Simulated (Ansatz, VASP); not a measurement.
One calculation of Ti, two programs

```
Ti
1.0
    -1.62589    1.74784    1.62589
     1.62589   -1.74784    1.62589
     1.62589    1.74784   -1.62589
Ti
1
Cartesian
  0.0000 0.0000 0.0000
```

Change from the starting cell: strain +0.0750 x Voigt [0, 1, 0, 0, 0, 0], atoms carried along.

Alike in both runs: task single point; functional r2SCAN; k mesh 26 × 26 × 26; occupations gaussian, width 0.15 eV; no spin polarisation.

```csv
,VASP,Ansatz
version,VASP 6.6.1,Ansatz 0.2.0
potentials or method,"VASP PAW PBE potentials, release 64 (Ti_sv), cutoff 520 eV","scalar-relativistic, plane waves, PAW"
valence electrons in the cell,12,12
```

```tsv
	VASP	Ansatz	Ansatz less VASP
gap on the k mesh at the Fermi level (eV)	none	none	-
pressure (GPa)	-6.5	-6.9	-0.33
traceless stress, the component that is largest in VASP (GPa)	1.76	1.74	-0.022
```

VASP's potentials were made for PBE, not for r2SCAN. A gap of «none» marks a metal or a gap that the smearing closes. The functional is the same, so the differences come from potentials, cutoffs and numerics.
